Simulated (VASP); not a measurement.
A run of VASP 6.6.1:

INCAR

```
SYSTEM = F
PREC     = Accurate       ! precision mode
ENCUT    = 520            ! plane-wave cutoff, eV
EDIFF    = 1E-7           ! SCF threshold, eV
ISMEAR   = -1             ! smearing method
SIGMA    = 0.06122561905347299 ! smearing width, eV
LREAL    = .FALSE.        ! projectors in reciprocal space
LASPH    = .TRUE.         ! aspherical terms in the spheres
NELM     = 60             ! most SCF steps
ALGO     = Normal         ! electronic algorithm
ISIF     = 2              ! what is computed and relaxed
LWAVE    = .FALSE.        ! write WAVECAR
LCHARG   = .FALSE.        ! write CHGCAR
GGA      = PE             ! functional
NBANDS   = 10             ! bands
```

File KPOINTS:

```
regular mesh
0
G
  54 54 54
  0 0 0
```

Contents of POSCAR:

```
F
1.0
    0.0000000000      1.7518458673      1.7518458673
    1.7518458673      0.0000000000      1.7518458673
    1.7518458673      1.7518458673      0.0000000000
F
1
Direct
    0.0000000000      0.0000000000      0.0000000000
```

Potentials or basis: VASP PAW PBE potentials, release 64 (F).

Launch:

```sh
$ cat potpaw_PBE.64/F/POTCAR > POTCAR
$ mpirun -np 1 vasp_std > vasp.out
```

Hardware: 1 thread of Intel(R) Xeon(R) 6975P-C (Granite Rapids), with other jobs on the host.

Estimate the wall time of this run.

It took 110 s on 1 thread of Intel(R) Xeon(R) 6975P-C (Granite Rapids), with other jobs on the host, peak memory 0.42 GiB. Counts: scf iterations 11, k points 3864.
